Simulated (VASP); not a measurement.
# AlN: electric field gradients with r2SCAN

Crystal: AlN.

```
Al N
1.0
     3.11300    0.00000    0.00000
    -1.55650    2.69594    0.00000
     0.00000    0.00000    4.98100
Al N
2 2
Direct
  0.33333 0.66667 0.99902
  0.66667 0.33333 0.49902
  0.33333 0.66667 0.38098
  0.66667 0.33333 0.88098
```

```
Program                : VASP 6.6.1
Task                   : electric field gradients
Functional             : r2SCAN
Potentials or basis    : VASP PAW PBE potentials, release 64 (Al, N)
Cutoff                 : 520 eV
k mesh                 : 11 × 11 × 6
Occupations            : fermi-dirac, width 0.02 eV
Spin                   : no spin polarisation
Dipole correction      : no
Further INCAR settings : ALGO = Normal; EDIFF = 1e-08; NBANDS = 16
```

```yaml
Pressure: -1.4 GPa
Largest_force: 0.006 eV/Å
Band_gap_on_the_k_mesh: 4.87 eV, direct
```

Forces on the atoms (eV/Å):
```
Al   0.000  0.000  0.006
Al   0.000  0.000  0.006
N    0.000  0.000 -0.006
N    0.000  0.000 -0.006
```

Stress tensor (GPa, compression positive):
```
-1.52  0.00  0.00
 0.00 -1.52  0.00
 0.00  0.00 -1.03
```

Levels at points of the mesh, in eV from the valence-band top:
| k point | band 4 | band 5 | band 6 | band 7 | band 8 | band 9 | band 10 | band 11 | band 12 | band 13 |
| --- | --- | --- | --- | --- | --- | --- | --- | --- | --- | --- |
| (0.00, 0.00, 0.00) | -0.90 | -0.90 | -0.24 | -0.24 | 0.00 | 4.87 | 7.47 | 11.58 | 11.98 | 11.98 |
| (0.00, 0.00, 0.50) | -3.37 | -0.58 | -0.58 | -0.58 | -0.58 | 7.20 | 7.20 | 11.27 | 11.27 | 12.29 |

Electric field gradients, principal values (V/Å²):
```csv
atom,least,middle,greatest (by size)
1 Al,-2.535,-2.535,5.070
2 Al,-2.535,-2.535,5.070
3 N,0.051,0.051,-0.102
4 N,0.051,0.051,-0.102
```

Run time: 3.5 min on 1 thread of AMD EPYC 7R13 Processor (Zen 3), on a shared host, peak memory 0.15 GiB.

Caveat: without QUAD_EFG the Cq values of the log hold for a quadrupole moment of 1 mb, not for the nuclei; the PAW data sets were made with another functional, which shifts forces and pressure a little. A k mesh can miss the band edges.
